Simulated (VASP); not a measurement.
# BP (zinc blende) (F-43m) in VASP: a series of runs

Runs on BP (zinc blende). Level: PBE. Tasks: single point.

Program: VASP 6.6.1. These are calculated values, not measurements. Logs are shortened: lines on timing, memory, paths and dates and some standing lists are left out, and cuts for length are marked.

## 1. The cell of the first run

The structure is cubic, space group F-43m (No. 216). The conventional cell has a = 4.580 Å, b = 4.580 Å, c = 4.580 Å, α = 90.00°, β = 90.00°, γ = 90.00°. Within 2.6 Å of B (site symmetry -43m) lie 4 P at 1.98 Å. P (site symmetry -43m) has 4 B at 1.98 Å within 2.6 Å.

## 2. Single point, PBE (volume scaled by 1.03)

INCAR

```
SYSTEM = BP
  ALGO = Normal
  EDIFF = 1E-6
  ENCUT = 520
  GGA = PE
  ISIF = 2
  ISMEAR = 0
  LASPH = .True.
  LCHARG = .False.
  LREAL = .False.
  LWAVE = .False.
  NBANDS = 11
  NELM = 100
  PREC = Accurate
  SIGMA = 0.01
```

KPOINTS

```
k-points
0
Gamma
  10 10 10
  0 0 0
```

POSCAR

```
BP
1.0
    0.0000000000      2.2899519552      2.2899519552
    2.2899519552      0.0000000000      2.2899519552
    2.2899519552      2.2899519552      0.0000000000
B P
1 1
Direct
    0.0000000000      0.0000000000      0.0000000000
    0.2500000000      0.2500000000      0.2500000000
```

Potentials or basis: VASP PAW PBE potentials, release 64 (B, P).

On the command line:

```
cat potpaw_PBE.64/B/POTCAR potpaw_PBE.64/P/POTCAR > POTCAR
mpirun -np 1 vasp_std > vasp.out
```

OUTCAR:

```text
SYSTEM = BP
   EDIFF = 1E-6
   ENCUT = 520
   GGA = PE
   ISIF = 2
   ISMEAR = 0
   LASPH = .True.
   LREAL = .False.
   NELM = 100
   PREC = Accurate

 ion  position               nearest neighbor table
   1  0.000  0.000  0.000-   2 1.98   2 1.98   2 1.98   2 1.98
   2  0.250  0.250  0.250-   1 1.98   1 1.98   1 1.98   1 1.98

  LATTYP: Found a face centered cubic cell.
 ALAT       =     4.5799039104

  Lattice vectors:

 A1 = (   0.0000000000,   2.2899519552,   2.2899519552)
 A2 = (   2.2899519552,   0.0000000000,   2.2899519552)
 A3 = (   2.2899519552,   2.2899519552,   0.0000000000)

Analysis of symmetry for initial positions (statically):
=====================================================================
 Subroutine PRICEL returns:
 Original cell was already a primitive cell.

 Routine SETGRP: Setting up the symmetry group for a
 face centered cubic supercell.

 Subroutine GETGRP returns: Found 24 space group operations
 (whereof 24 operations were pure point group operations)
 out of a pool of 48 trial point group operations.

The static configuration has the point symmetry T_d .

Analysis of symmetry for dynamics (positions and initial velocities):
=====================================================================
 Subroutine PRICEL returns:
 Original cell was already a primitive cell.

 Routine SETGRP: Setting up the symmetry group for a
 face centered cubic supercell.

 Subroutine GETGRP returns: Found 24 space group operations
 (whereof 24 operations were pure point group operations)
 out of a pool of 48 trial point group operations.

The dynamic configuration has the point symmetry T_d .

 Subroutine INISYM returns: Found 24 space group operations
 (whereof 24 operations are pure point group operations),
 and found     1 'primitive' translations

----------------------------------------------------------------------------------------

                                     Primitive cell

  volume of cell :      24.0165

  direct lattice vectors                    reciprocal lattice vectors
     0.000000000  2.289951955  2.289951955    -0.218345192  0.218345192  0.218345192
     2.289951955  0.000000000  2.289951955     0.218345192 -0.218345192  0.218345192
     2.289951955  2.289951955  0.000000000     0.218345192  0.218345192 -0.218345192

  length of vectors
     3.238481112  3.238481112  3.238481112     0.378184967  0.378184967  0.378184967

  position of ions in fractional coordinates (direct lattice)
     0.000000000  0.000000000  0.000000000
     0.250000000  0.250000000  0.250000000

  ion indices of the primitive-cell ions
   primitive index   ion index
                 1           1
                 2           2

----------------------------------------------------------------------------------------

 KPOINTS: k-points

Automatic generation of k-mesh.
 Grid dimensions read from file:
 generate k-points for:   10   10   10

 Generating k-lattice:

  Cartesian coordinates                     Fractional coordinates (reciprocal lattice)
    -0.021834519  0.021834519  0.021834519     0.100000000  0.000000000  0.000000000
     0.021834519 -0.021834519  0.021834519     0.000000000  0.100000000  0.000000000
     0.021834519  0.021834519 -0.021834519     0.000000000  0.000000000  0.100000000

  Length of vectors
     0.037818497  0.037818497  0.037818497

  Shift w.r.t. Gamma in fractional coordinates (k-lattice)
     0.000000000  0.000000000  0.000000000

 Subroutine IBZKPT returns following result:
 ===========================================

 Found     47 irreducible k-points:

 Following reciprocal coordinates:
            Coordinates               Weight
  0.000000  0.000000  0.000000      1.000000
  0.100000  0.000000  0.000000      8.000000
  0.200000  0.000000  0.000000      8.000000
  0.300000  0.000000  0.000000      8.000000
  0.400000  0.000000  0.000000      8.000000
  0.500000  0.000000  0.000000      4.000000
[... 16 lines left out ...]
  0.300000  0.300000  0.000000      6.000000
  0.400000  0.300000  0.000000     24.000000
 [... further k-points ...]
   k-points           NKPTS =     47   k-points in BZ     NKDIM =     47   number of bands    NBANDS=     11
   number of dos      NEDOS =    301   number of ions     NIONS =      2
   total plane-waves  NPLWV =  13824
   dimension x,y,z NGX =    24 NGY =   24 NGZ =   24
   dimension x,y,z NGXF=    48 NGYF=   48 NGZF=   48
   ions per type =               1   1
   NGX,Y,Z   is equivalent  to a cutoff of  12.32, 12.32, 12.32 a.u.
   NGXF,Y,Z  is equivalent  to a cutoff of  24.64, 24.64, 24.64 a.u.
 SYSTEM =  BP
   PREC   = accura    normal or accurate (medium, high low for compatibility)
   ISTART =      0    job   : 0-new  1-cont  2-samecut
   ICHARG =      2    charge: 1-file 2-atom 10-const
   ISPIN  =      1    spin polarized calculation?
   LNONCOLLINEAR =      F non collinear calculations
   LSORBIT =      F    spin-orbit coupling
   LASPH  =      T    aspherical Exc in radial PAW
   ENCUT  =  520.0 eV  38.22 Ry    6.18 a.u.   6.02  6.02  6.02*2*pi/ulx,y,z
   NELM   =    100;   NELMIN=  2; NELMDL= -5     # of ELM steps
   EDIFF  = 0.1E-05   stopping-criterion for ELM
   LREAL  =      F    real-space projection
   EDIFFG = 0.1E-04   stopping-criterion for IOM
   NSW    =      0    number of steps for IOM
   IBRION =     -1    ionic relax: 0-MD 1-quasi-New 2-CG
   NFREE  =      0    steps in history (QN), initial steepest desc. (CG)
   ISIF   =      2    stress and relaxation
   ISYM   =      2    0-nonsym 1-usesym 2-fastsym
   POTIM  = 0.5000    time-step for ionic-motion
   TEBEG  =    0.0;   TEEND  =   0.0 temperature during run
   PSTRESS=    0.0 pullay stress
   NELECT =       8.0000    total number of electrons
   NUPDOWN=      -1.0000    fix difference up-down
   EMIN   =  10.00;   EMAX   =-10.00  energy-range for DOS
   EFERMI =   0.00;   METHOD = LEGACY
   ISMEAR =     0;   SIGMA  =   0.01  broadening in eV -4-tet -1-fermi 0-gaus
   EFERMI_NEDOS =   21; number of points for ismear=-14 and -15
   IALGO  =     38    algorithm
   IMIX   =      4    mixing-type and parameters
     AMIX     =   0.40;   BMIX     =  1.00
     AMIX_MAG =   1.60;   BMIX_MAG =  1.00
  volume/ion in A,a.u.               =      12.01        81.04
  Fermi-wavevector in a.u.,A,eV,Ry     =   1.134841  2.144539 17.522463  1.287865
  Thomas-Fermi vector in A             =   2.271546
   LORBIT       =      0    0 simple, 1 ext, 2 COOP (PROOUT), +10 PAW based schemes
   GGA     = PE    functional components
   LHFCALC =     F    Hartree Fock is set to
   AEXX    =    0.0000 exact exchange contribution
   IVDW    =     0    specifies the selected vdW correction
   LEPSILON=     F    determine dielectric tensor
   LRPA    =     F    only Hartree local field effects (RPA)
 non-spin polarized calculation
 Gauss-broadening in eV      SIGMA  =   0.01
  energy-cutoff  :      520.00
  volume of cell :       24.02
 maximum number of plane-waves:       659
   NGX = 13   NGY = 13   NGZ = 13

 number of electron       7.9999999 magnetization

 Free energy of the ion-electron system (eV)
  ---------------------------------------------------
  ext. energy  EPLUGINS =         0.00000000
  ---------------------------------------------------
  free energy    TOTEN  =       -12.92542912 eV

  energy without entropy =      -12.92542912  energy(sigma->0) =      -12.92542912

 E-fermi :   7.2019     XC(G=0): -10.7889

 val. band max:        7.1095202490   @ k =   0.0000   0.0000   0.0000
 cond. band min:       8.3860765074   @ k =   0.4000   0.4000   0.0000
 fundamental gap:      1.2765562584
 Fermi energy:         7.2018671960

 k-point     1 :       0.0000    0.0000    0.0000
  band No.  band energies     occupation
      1      -8.1068      2.00000
      2       7.1095      2.00000
      3       7.1095      2.00000
      4       7.1095      2.00000
      5      10.4711      0.00000
      6      10.4711      0.00000
      7      10.4711      0.00000
      8      14.0676      0.00000
      9      18.4399      0.00000
     10      19.1609      0.00000
     11      19.1609      0.00000

 k-point     2 :       0.1000    0.0000    0.0000
  band No.  band energies     occupation
      1      -7.9307      2.00000
      2       5.8268      2.00000
      3       6.8220      2.00000
      4       6.8220      2.00000
      5      10.8693      0.00000
      6      10.8693      0.00000
      7      10.8795      0.00000
      8      14.6174      0.00000
      9      18.4944      0.00000
     10      18.4944      0.00000
     11      18.9942      0.00000

 k-point     3 :       0.2000    0.0000    0.0000
  band No.  band energies     occupation
      1      -7.4096      2.00000
      2       3.5258      2.00000
      3       6.2747      2.00000
      4       6.2747      2.00000
      5      11.0277      0.00000
      6      11.5781      0.00000
      7      11.5781      0.00000
      8      15.8679      0.00000
      9      17.9040      0.00000
     10      17.9040      0.00000
     11      19.8448      0.00000

 k-point     4 :       0.3000    0.0000    0.0000
  band No.  band energies     occupation
      1      -6.5744      2.00000
      2       1.2140      2.00000
      3       5.7943      2.00000
      4       5.7943      2.00000
      5      10.9054      0.00000
      6      11.9202      0.00000
      7      11.9202      0.00000
      8      16.8898      0.00000
      9      18.4511      0.00000
     10      18.4511      0.00000
     11      20.0686      0.00000
[... 239 lines left out ...]
 k-point    22 :      -0.2000    0.2000    0.0000
  band No.  band energies     occupation
      1      -6.2898      2.00000
      2       1.9257      2.00000
      3       3.0447      2.00000
      4       5.8894      2.00000
      5      11.5141      0.00000
      6      12.3543      0.00000
      7      13.3779      0.00000
      8      15.2576      0.00000
      9      16.5911      0.00000
     10      20.5242      0.00000
     11      22.5572      0.00000

 k-point    23 :       0.3000    0.3000    0.0000
  band No.  band energies     occupation
      1      -6.0422      2.00000
      2       2.3045      2.00000
      3       3.9691      2.00000
      4       3.9691      2.00000
      5       8.6552      0.00000
      6      11.0300      0.00000
      7      15.8034      0.00000
      8      15.8034      0.00000
      9      19.8129      0.00000
     10      21.3720      0.00000
     11      23.3068      0.00000

 k-point    24 :       0.4000    0.3000    0.0000
  band No.  band energies     occupation
      1      -5.2398      2.00000
      2       1.0092      2.00000
      3       3.1637      2.00000
      4       3.6805      2.00000
      5       8.9424      0.00000
      6      10.7395      0.00000
      7      16.3880      0.00000
      8      16.4240      0.00000
      9      20.7904      0.00000
     10      22.2167      0.00000
     11      23.7803      0.00000

 [... further k-points ...]

------------------------ aborting loop because EDIFF is reached ----------------------------------------

  FORCE on cell =-STRESS in cart. coord.  units (eV):
  Direction    XX          YY          ZZ          XY          YZ          ZX
  --------------------------------------------------------------------------------------
  -------------------------------------------------------------------------------------
  Total       -0.5144782     -0.5144782     -0.5144782     -0.0000000      0.0000000     -0.0000000
  in kB      -34.3216731    -34.3216731    -34.3216731     -0.0000000      0.0000000     -0.0000000
  external PRESSURE =     -34.3216731 kB  Pullay stress =       0.0000000 kB

 VOLUME and BASIS-vectors are now :
 -----------------------------------------------------------------------------
  energy-cutoff  :      520.00
  volume of cell :       24.02
      direct lattice vectors                 reciprocal lattice vectors
     0.000000000  2.289951955  2.289951955    -0.218345192  0.218345192  0.218345192
     2.289951955  0.000000000  2.289951955     0.218345192 -0.218345192  0.218345192
     2.289951955  2.289951955  0.000000000     0.218345192  0.218345192 -0.218345192

 POSITION                                       TOTAL-FORCE (eV/Angst)
 -----------------------------------------------------------------------------------
      0.00000      0.00000      0.00000         0.000000      0.000000      0.000000
      1.14498      1.14498      1.14498        -0.000000     -0.000000     -0.000000
 -----------------------------------------------------------------------------------
    total drift:                                0.000000      0.000000      0.000000

  FREE ENERGIE OF THE ION-ELECTRON SYSTEM (eV)
  ---------------------------------------------------
  free  energy   TOTEN  =       -12.9254291201 eV

  energy  without entropy=      -12.9254291201  energy(sigma->0) =      -12.92542912
```

It took 14 s on 1 thread of AMD EPYC 7R13 (Zen 3), shared host; peak memory 0.1 GiB.

What came out:

```yaml
Free_energy: -12.9254 eV
Pressure: -3.4 GPa
Band_gap_on_the_k_mesh: 1.28 eV, indirect (least direct gap 3.36 eV)
```

Levels at points of the mesh, in eV from the valence-band top:
| k point | band 1 | band 2 | band 3 | band 4 | band 5 | band 6 | band 7 | band 8 | band 9 |
| --- | --- | --- | --- | --- | --- | --- | --- | --- | --- |
| (0.00, 0.00, 0.00) | -15.22 | 0.00 | 0.00 | 0.00 | 3.36 | 3.36 | 3.36 | 6.96 | 11.33 |
| (0.50, 0.00, 0.00) | -12.00 | -8.84 | -1.72 | -1.72 | 3.62 | 4.70 | 4.70 | 10.03 | 14.45 |
| (0.50, 0.50, 0.00) | -10.51 | -8.44 | -4.01 | -4.01 | 1.39 | 1.69 | 11.87 | 11.87 | 14.90 |

 A k mesh can miss the band edges.

## 3. Single point, PBE (volume scaled by 0.76)

INCAR

```
SYSTEM = BP
PREC = Accurate
ENCUT = 500
EDIFF = 1E-6
ISMEAR = 0
SIGMA = 0.01
LREAL = .FALSE.
LASPH = .TRUE.
NELM = 120
ALGO = Normal
ISIF = 2
LWAVE = .FALSE.
LCHARG = .TRUE.
GGA = PE
LELF = .TRUE.
LVHAR = .TRUE.
NBANDS = 11
GGA_COMPAT = .FALSE.
```

KPOINTS

```
Automatic mesh
0
G
  10 10 10
  0 0 0
```

POSCAR

```
BP
1.0
    0.0000000000      2.0692763451      2.0692763451
    2.0692763451      0.0000000000      2.0692763451
    2.0692763451      2.0692763451      0.0000000000
B P
1 1
Direct
    0.0000000000      0.0000000000      0.0000000000
    0.2500000000      0.2500000000      0.2500000000
```

Potentials or basis: VASP PAW PBE potentials, release 64 (B, P).

On the command line:

```
cat potpaw_PBE.64/B/POTCAR potpaw_PBE.64/P/POTCAR > POTCAR
mpirun -np 1 vasp_std > vasp.out
```

Run time: 4.6 s. Hardware: 1 thread of Intel Xeon 6975P-C, shared host; peak memory 0.13 GiB.

The run converged. Its results:

| Quantity | Value |
| --- | --- |
| Free energy | -11.8162 eV |
| Pressure | 77.0 GPa |
| Band gap on the k mesh | 0.72 eV, indirect (least direct gap 4.03 eV) |

Levels at points of the mesh, in eV from the valence-band top:
| k point | band 1 | band 2 | band 3 | band 4 | band 5 | band 6 | band 7 | band 8 | band 9 |
| --- | --- | --- | --- | --- | --- | --- | --- | --- | --- |
| (0.00, 0.00, 0.00) | -18.11 | 0.00 | 0.00 | 0.00 | 4.03 | 4.03 | 4.03 | 11.77 | 13.05 |
| (0.50, 0.00, 0.00) | -13.61 | -11.18 | -2.04 | -2.04 | 4.91 | 4.91 | 5.59 | 11.11 | 16.62 |
| (0.50, 0.50, 0.00) | -11.71 | -10.07 | -5.12 | -5.12 | 0.72 | 1.47 | 14.87 | 14.87 | 18.79 |

 A k mesh can miss the band edges.

## 4. Single point, PBE (volume scaled by 0.84)

INCAR

```
ALGO = Normal ; EDIFF = 1E-6
ENCUT = 500 ; GGA = PE
GGA_COMPAT = F ; ISIF = 2
ISMEAR = 0 ; LASPH = T
LCHARG = F ; LREAL = F
LWAVE = F ; NBANDS = 11
NELM = 120 ; PREC = Accurate
SIGMA = 0.01
```

KPOINTS

```
k-points
0
Gamma
  10 10 10
```

POSCAR

```
BP
1.0
    0.0000000000      2.1394742201      2.1394742201
    2.1394742201      0.0000000000      2.1394742201
    2.1394742201      2.1394742201      0.0000000000
B P
1 1
Direct
    0.0000000000      0.0000000000      0.0000000000
    0.2500000000      0.2500000000      0.2500000000
```

On the command line:

```
cat potpaw_PBE.64/B/POTCAR potpaw_PBE.64/P/POTCAR > POTCAR
mpirun -np 1 vasp_std > vasp.out
```

It took 4.6 s on 1 thread of Intel Xeon 6975P-C, shared host; peak memory 0.14 GiB.

It converged, with:

```yaml
Free_energy: -12.4920 eV
Pressure: 41.4 GPa
Band_gap_on_the_k_mesh: 0.95 eV, indirect (least direct gap 3.74 eV)
```

Levels at points of the mesh, in eV from the valence-band top:
| k point | band 2 | band 3 | band 4 | band 5 | band 6 | band 7 |
| --- | --- | --- | --- | --- | --- | --- |
| (0.00, 0.00, 0.00) | 0.00 | 0.00 | 0.00 | 3.74 | 3.74 | 3.74 |
| (0.50, 0.00, 0.00) | -10.37 | -1.95 | -1.95 | 4.83 | 4.83 | 4.90 |
| (0.50, 0.50, 0.00) | -9.52 | -4.76 | -4.76 | 0.95 | 1.51 | 13.84 |

 A k mesh can miss the band edges.

(Continued in part 2 of 2.)
